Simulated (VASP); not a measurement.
# BaTiO3 (P4mm) in VASP: notebook

BaTiO3 is run at these levels: PBE; tasks: single point.

Everything below comes from runs of VASP 6.6.1. Logs are shortened: lines on timing, memory, paths and dates and some standing lists are left out, and cuts for length are marked.

**1. The cell of the first run**

It takes space group P4mm (No. 99, tetragonal). The conventional cell has a = 3.985 Å, b = 3.985 Å, c = 4.202 Å, α = 90.00°, β = 90.00°, γ = 90.00°. Within 3.7 Å of Ba (site symmetry 4mm) lie 12 O at 2.80 to 2.99 Å and 8 Ti at 3.47 to 3.56 Å. Ti (site symmetry 4mm) has 6 O at 1.81 to 2.39 Å within 2.4 Å. O (site symmetry 4mm) has 2 Ti at 1.81 to 2.39 Å within 2.4 Å. O (site symmetry 2mm) has 2 Ti at 2.00 Å within 2.7 Å.

**2. Single point, PBE**

Input file INCAR:

```
ALGO = Normal
EDIFF = 1E-6
ENCUT = 520
GGA = PE
ISIF = 2
ISMEAR = 0
LASPH = T
LCHARG = F
LREAL = F
LWAVE = F
NBANDS = 28
NELM = 80
PREC = Accurate
SIGMA = 0.05
```

Input file KPOINTS:

```
k-points
0
Gamma
  6 6 6
```

Input file POSCAR:

```
BaTiO3
1.0
    3.9852772057      0.0000000000      0.0000000000
    0.0000000000      3.9852772057      0.0000000000
    0.0000000000      0.0000000000      4.2019547584
Ba Ti O
1 1 3
Direct
    0.0000000000      0.0000000000     -0.0106714820
    0.5000000000      0.5000000000      0.4720898641
    0.5000000000      0.5000000000      0.0408513749
    0.5000000000      0.0000000000      0.5203651216
    0.0000000000      0.5000000000      0.5203651216
```

Potentials or basis: VASP PAW PBE potentials, release 64 (Ba_sv, Ti_sv, O).

The run is started by

```
$ cat potpaw_PBE.64/Ba_sv/POTCAR potpaw_PBE.64/Ti_sv/POTCAR potpaw_PBE.64/O/POTCAR > POTCAR
$ mpirun -np 1 vasp_std > vasp.out
```

OUTCAR:

```text
EDIFF = 1E-6
   ENCUT = 520
   GGA = PE
   ISIF = 2
   ISMEAR = 0
   LASPH = T
   LREAL = F
   NELM = 80
   PREC = Accurate

 ion  position               nearest neighbor table
   1  0.000  0.000  0.989-   4 2.80   5 2.80   5 2.80   4 2.80   3 2.83   3 2.83   3 2.83   3 2.83
                             4 2.99   5 2.99   5 2.99   4 2.99   2 3.47   2 3.47   2 3.47   2 3.47
   2  0.500  0.500  0.472-   3 1.81   4 2.00   5 2.00   4 2.00   5 2.00   3 2.39   1 3.47   1 3.47
                             1 3.47   1 3.47   1 3.56   1 3.56   1 3.56   1 3.56
   3  0.500  0.500  0.041-   2 1.81   2 2.39   1 2.83   1 2.83   1 2.83   1 2.83
   4  0.500  0.000  0.520-   2 2.00   2 2.00   1 2.80   1 2.80   1 2.99   1 2.99
   5  0.000  0.500  0.520-   2 2.00   2 2.00   1 2.80   1 2.80   1 2.99   1 2.99

  LATTYP: Found a simple tetragonal cell.
 ALAT       =     3.9852772057
 C/A-ratio  =     1.0543695059

  Lattice vectors:

 A1 = (   3.9852772057,   0.0000000000,   0.0000000000)
 A2 = (   0.0000000000,   3.9852772057,   0.0000000000)
 A3 = (   0.0000000000,   0.0000000000,   4.2019547584)

Analysis of symmetry for initial positions (statically):
=====================================================================
 Subroutine PRICEL returns:
 Original cell was already a primitive cell.

 Routine SETGRP: Setting up the symmetry group for a
 simple tetragonal supercell.

 Subroutine GETGRP returns: Found  8 space group operations
 (whereof  8 operations were pure point group operations)
 out of a pool of 16 trial point group operations.

The static configuration has the point symmetry C_4v.

Analysis of symmetry for dynamics (positions and initial velocities):
=====================================================================
 Subroutine PRICEL returns:
 Original cell was already a primitive cell.

 Routine SETGRP: Setting up the symmetry group for a
 simple tetragonal supercell.

 Subroutine GETGRP returns: Found  8 space group operations
 (whereof  8 operations were pure point group operations)
 out of a pool of 16 trial point group operations.

The dynamic configuration has the point symmetry C_4v.

 Subroutine INISYM returns: Found  8 space group operations
 (whereof  8 operations are pure point group operations),
 and found     1 'primitive' translations

----------------------------------------------------------------------------------------

                                     Primitive cell

  volume of cell :      66.7373

  direct lattice vectors                    reciprocal lattice vectors
     3.985277206  0.000000000  0.000000000     0.250923574  0.000000000  0.000000000
     0.000000000  3.985277206  0.000000000     0.000000000  0.250923574  0.000000000
     0.000000000  0.000000000  4.201954758     0.000000000  0.000000000  0.237984476

  length of vectors
     3.985277206  3.985277206  4.201954758     0.250923574  0.250923574  0.237984476

  position of ions in fractional coordinates (direct lattice)
     0.000000000  0.000000000  0.989328518
     0.500000000  0.500000000  0.472089864
     0.500000000  0.500000000  0.040851375
     0.500000000  0.000000000  0.520365122
     0.000000000  0.500000000  0.520365122

  ion indices of the primitive-cell ions
   primitive index   ion index
                 1           1
                 2           2
                 3           3
                 4           4
                 5           5

----------------------------------------------------------------------------------------

 KPOINTS: k-points

Automatic generation of k-mesh.
 Grid dimensions read from file:
 generate k-points for:    6    6    6

 Generating k-lattice:

  Cartesian coordinates                     Fractional coordinates (reciprocal lattice)
     0.041820596  0.000000000  0.000000000     0.166666667  0.000000000  0.000000000
     0.000000000  0.041820596  0.000000000     0.000000000  0.166666667  0.000000000
     0.000000000  0.000000000  0.039664079     0.000000000  0.000000000  0.166666667

  Length of vectors
     0.041820596  0.041820596  0.039664079

  Shift w.r.t. Gamma in fractional coordinates (k-lattice)
     0.000000000  0.000000000  0.000000000

 Subroutine IBZKPT returns following result:
 ===========================================

 Found     40 irreducible k-points:

 Following reciprocal coordinates:
            Coordinates               Weight
  0.000000  0.000000  0.000000      1.000000
  0.166667  0.000000  0.000000      4.000000
  0.333333  0.000000  0.000000      4.000000
  0.500000  0.000000  0.000000      2.000000
  0.166667  0.166667  0.000000      4.000000
  0.333333  0.166667  0.000000      8.000000
[... 16 lines left out ...]
  0.333333  0.000000  0.333333      8.000000
  0.500000  0.000000  0.333333      4.000000
 [... further k-points ...]
   k-points           NKPTS =     40   k-points in BZ     NKDIM =     40   number of bands    NBANDS=     28
   number of dos      NEDOS =    301   number of ions     NIONS =      5
   total plane-waves  NPLWV =  28800
   dimension x,y,z NGX =    30 NGY =   30 NGZ =   32
   dimension x,y,z NGXF=    60 NGYF=   60 NGZF=   64
   ions per type =               1   1   3
   NGX,Y,Z   is equivalent  to a cutoff of  12.51, 12.51, 12.66 a.u.
   NGXF,Y,Z  is equivalent  to a cutoff of  25.03, 25.03, 25.32 a.u.
 SYSTEM =  unknown system
   PREC   = accura    normal or accurate (medium, high low for compatibility)
   ISTART =      0    job   : 0-new  1-cont  2-samecut
   ICHARG =      2    charge: 1-file 2-atom 10-const
   ISPIN  =      1    spin polarized calculation?
   LNONCOLLINEAR =      F non collinear calculations
   LSORBIT =      F    spin-orbit coupling
   LASPH  =      T    aspherical Exc in radial PAW
   ENCUT  =  520.0 eV  38.22 Ry    6.18 a.u.   7.41  7.41  7.81*2*pi/ulx,y,z
   NELM   =     80;   NELMIN=  2; NELMDL= -5     # of ELM steps
   EDIFF  = 0.1E-05   stopping-criterion for ELM
   LREAL  =      F    real-space projection
   EDIFFG = 0.1E-04   stopping-criterion for IOM
   NSW    =      0    number of steps for IOM
   IBRION =     -1    ionic relax: 0-MD 1-quasi-New 2-CG
   NFREE  =      0    steps in history (QN), initial steepest desc. (CG)
   ISIF   =      2    stress and relaxation
   ISYM   =      2    0-nonsym 1-usesym 2-fastsym
   POTIM  = 0.5000    time-step for ionic-motion
   TEBEG  =    0.0;   TEEND  =   0.0 temperature during run
   PSTRESS=    0.0 pullay stress
   NELECT =      40.0000    total number of electrons
   NUPDOWN=      -1.0000    fix difference up-down
   EMIN   =  10.00;   EMAX   =-10.00  energy-range for DOS
   EFERMI =   0.00;   METHOD = LEGACY
   ISMEAR =     0;   SIGMA  =   0.05  broadening in eV -4-tet -1-fermi 0-gaus
   EFERMI_NEDOS =   21; number of points for ismear=-14 and -15
   IALGO  =     38    algorithm
   IMIX   =      4    mixing-type and parameters
     AMIX     =   0.40;   BMIX     =  1.00
     AMIX_MAG =   1.60;   BMIX_MAG =  1.00
  volume/ion in A,a.u.               =      13.35        90.07
  Fermi-wavevector in a.u.,A,eV,Ry     =   1.380295  2.608380 25.922026  1.905215
  Thomas-Fermi vector in A             =   2.505186
   LORBIT       =      0    0 simple, 1 ext, 2 COOP (PROOUT), +10 PAW based schemes
   GGA     = PE    functional components
   LHFCALC =     F    Hartree Fock is set to
   AEXX    =    0.0000 exact exchange contribution
   IVDW    =     0    specifies the selected vdW correction
   LEPSILON=     F    determine dielectric tensor
   LRPA    =     F    only Hartree local field effects (RPA)
 non-spin polarized calculation
 Gauss-broadening in eV      SIGMA  =   0.05
  energy-cutoff  :      520.00
  volume of cell :       66.74
 maximum number of plane-waves:      1832
 NGX is ok and might be reduce to    30
   NGX = 15   NGY = 15   NGZ = 15

 number of electron      39.9999983 magnetization

 Free energy of the ion-electron system (eV)
  ---------------------------------------------------
  ext. energy  EPLUGINS =         0.00000000
  ---------------------------------------------------
  free energy    TOTEN  =       -40.04032711 eV

  energy without entropy =      -40.04032711  energy(sigma->0) =      -40.04032711

 E-fermi :   4.0490     XC(G=0): -11.0230

 val. band max:        3.7468732843   @ k =   0.5000   0.5000   0.5000
 cond. band min:       5.5344707933   @ k =   0.0000   0.0000   0.0000
 fundamental gap:      1.7875975090
 Fermi energy:         4.0490106235

 k-point     1 :       0.0000    0.0000    0.0000
  band No.  band energies     occupation
      1     -52.9058      2.00000
      2     -29.2420      2.00000
      3     -29.1030      2.00000
      4     -29.1030      2.00000
      5     -21.4450      2.00000
      6     -13.2701      2.00000
[... 20 lines left out ...]
     27       8.8222      0.00000
     28      10.4007      0.00000

 k-point     2 :       0.1667    0.0000    0.0000
  band No.  band energies     occupation
      1     -52.9055      2.00000
      2     -29.2414      2.00000
      3     -29.1164      2.00000
      4     -29.1025      2.00000
      5     -21.4181      2.00000
      6     -13.2840      2.00000
[... 20 lines left out ...]
     27       9.3141      0.00000
     28      11.0519      0.00000

 k-point     3 :       0.3333    0.0000    0.0000
  band No.  band energies     occupation
      1     -52.9049      2.00000
      2     -29.2403      2.00000
      3     -29.1431      2.00000
      4     -29.1015      2.00000
      5     -21.3633      2.00000
      6     -13.3862      2.00000
[... 20 lines left out ...]
     27      10.3795      0.00000
     28      11.6195      0.00000

 k-point     4 :       0.5000    0.0000    0.0000
  band No.  band energies     occupation
      1     -52.9047      2.00000
      2     -29.2397      2.00000
      3     -29.1564      2.00000
      4     -29.1010      2.00000
      5     -21.3354      2.00000
      6     -13.4582      2.00000
[... 578 lines left out ...]
     27      10.6345      0.00000
     28      11.9637      0.00000

 k-point    23 :       0.3333    0.0000    0.3333
  band No.  band energies     occupation
      1     -52.9046      2.00000
      2     -29.2614      2.00000
      3     -29.1417      2.00000
      4     -29.1007      2.00000
      5     -21.3253      2.00000
      6     -13.1209      2.00000
[... 20 lines left out ...]
     27      11.4921      0.00000
     28      12.0129      0.00000

 k-point    24 :       0.5000    0.0000    0.3333
  band No.  band energies     occupation
      1     -52.9043      2.00000
      2     -29.2606      2.00000
      3     -29.1548      2.00000
      4     -29.1002      2.00000
      5     -21.3032      2.00000
      6     -13.1060      2.00000
[... 20 lines left out ...]
     27      11.3593      0.00000
     28      12.7524      0.00000

 [... further k-points ...]
[... 5 lines left out ...]
  --------------------------------------------------------------------------------------
  -------------------------------------------------------------------------------------
  Total        0.6538198      0.6538198      0.6750449      0.0000000      0.0000000      0.0000000
  in kB       15.6964065     15.6964065     16.2059609      0.0000000      0.0000000      0.0000000
  external PRESSURE =      15.8662580 kB  Pullay stress =       0.0000000 kB

 VOLUME and BASIS-vectors are now :
 -----------------------------------------------------------------------------
  energy-cutoff  :      520.00
  volume of cell :       66.74
      direct lattice vectors                 reciprocal lattice vectors
     3.985277206  0.000000000  0.000000000     0.250923574  0.000000000  0.000000000
     0.000000000  3.985277206  0.000000000     0.000000000  0.250923574  0.000000000
     0.000000000  0.000000000  4.201954758     0.000000000  0.000000000  0.237984476

 POSITION                                       TOTAL-FORCE (eV/Angst)
 -----------------------------------------------------------------------------------
      0.00000      0.00000      4.15711         0.000000     -0.000000      0.048077
      1.99264      1.99264      1.98370         0.000000      0.000000      0.081044
      1.99264      1.99264      0.17166         0.000000     -0.000000     -0.079561
      1.99264      0.00000      2.18655         0.000000     -0.000000     -0.024780
      0.00000      1.99264      2.18655         0.000000     -0.000000     -0.024780
 -----------------------------------------------------------------------------------
    total drift:                                0.000000      0.000000      0.000040

  FREE ENERGIE OF THE ION-ELECTRON SYSTEM (eV)
  ---------------------------------------------------
  free  energy   TOTEN  =       -40.0403271121 eV

  energy  without entropy=      -40.0403271121  energy(sigma->0) =      -40.04032711
```

It took 32 s on 1 thread of Intel Xeon 6975P-C (Granite Rapids), shared host; peak memory 0.22 GiB.

What came out:

```
Free energy            : -40.0403 eV
Pressure               : 1.6 GPa
Largest force          : 0.081 eV/Å
Band gap on the k mesh : 1.79 eV, indirect (least direct gap 2.36 eV)
```

Forces on the atoms (eV/Å):
```
Ba   0.000  0.000  0.048
Ti   0.000  0.000  0.081
O    0.000  0.000 -0.080
O    0.000  0.000 -0.025
O    0.000  0.000 -0.025
```

Caveat: spin-orbit coupling is left out, which moves the levels of the heavy elements. A k mesh can miss the band edges.

**3. Single point, PBE**

Input file INCAR:

```
ALGO = Normal
EDIFF = 1E-6
ENCUT = 910
GGA = PE
GGA_COMPAT = F
ISIF = 2
ISMEAR = 0
LASPH = T
LCHARG = F
LREAL = F
LWAVE = F
NBANDS = 28
NELM = 120
PREC = Accurate
SIGMA = 0.05
```

KPOINTS is that of step 2.

POSCAR is that of step 2.

Potentials or basis: VASP PAW PBE potentials, release 64 (Ba_sv, Ti_sv, O_h).

The run is started by

```
$ cat potpaw_PBE.64/Ba_sv/POTCAR potpaw_PBE.64/Ti_sv/POTCAR potpaw_PBE.64/O_h/POTCAR > POTCAR
$ mpirun -np 1 vasp_std > vasp.out
```

Wall time 76 s (1 thread of Intel Xeon 6975P-C (Granite Rapids), shared host); peak memory 0.36 GiB.

Results (log left out):

```yaml
Free_energy: -40.0675 eV
Pressure: 1.2 GPa
Largest_force: 0.048 eV/Å
Band_gap_on_the_k_mesh: 1.79 eV, indirect (least direct gap 2.36 eV)
```

Forces on the atoms (eV/Å):
```
Ba   0.000  0.000  0.048
Ti   0.000  0.000  0.037
O    0.000  0.000 -0.042
O    0.000  0.000 -0.022
O    0.000  0.000 -0.022
```

Levels at points of the mesh, in eV from the valence-band top:
| k point | band 16 | band 17 | band 18 | band 19 | band 20 | band 21 | band 22 | band 23 | band 24 | band 25 |
| --- | --- | --- | --- | --- | --- | --- | --- | --- | --- | --- |
| (0.00, 0.00, 0.00) | -1.74 | -1.33 | -0.94 | -0.57 | -0.57 | 1.79 | 2.44 | 2.44 | 4.01 | 4.22 |
| (0.50, 0.00, 0.00) | -1.99 | -1.97 | -1.71 | -1.58 | -1.35 | 2.51 | 3.42 | 3.53 | 4.08 | 5.48 |
| (0.50, 0.50, 0.00) | -2.99 | -2.04 | -1.17 | -1.17 | -0.06 | 3.56 | 3.56 | 3.90 | 4.09 | 7.42 |
| (0.00, 0.00, 0.50) | -2.18 | -2.07 | -2.00 | -0.74 | -0.74 | 1.91 | 3.44 | 3.44 | 4.01 | 5.84 |
| (0.50, 0.00, 0.50) | -2.62 | -1.86 | -1.18 | -1.09 | -0.53 | 3.45 | 3.47 | 3.71 | 4.78 | 7.02 |
| (0.50, 0.50, 0.50) | -2.63 | -2.63 | -0.46 | -0.46 | 0.00 | 3.95 | 3.95 | 4.06 | 5.93 | 6.35 |

Caveat: the cutoff is under 1.25 times the usual one of these potentials, so pressure, stress and relaxed cells hold a basis-set (Pulay) error; spin-orbit coupling is left out, which moves the levels of the heavy elements. A k mesh can miss the band edges.
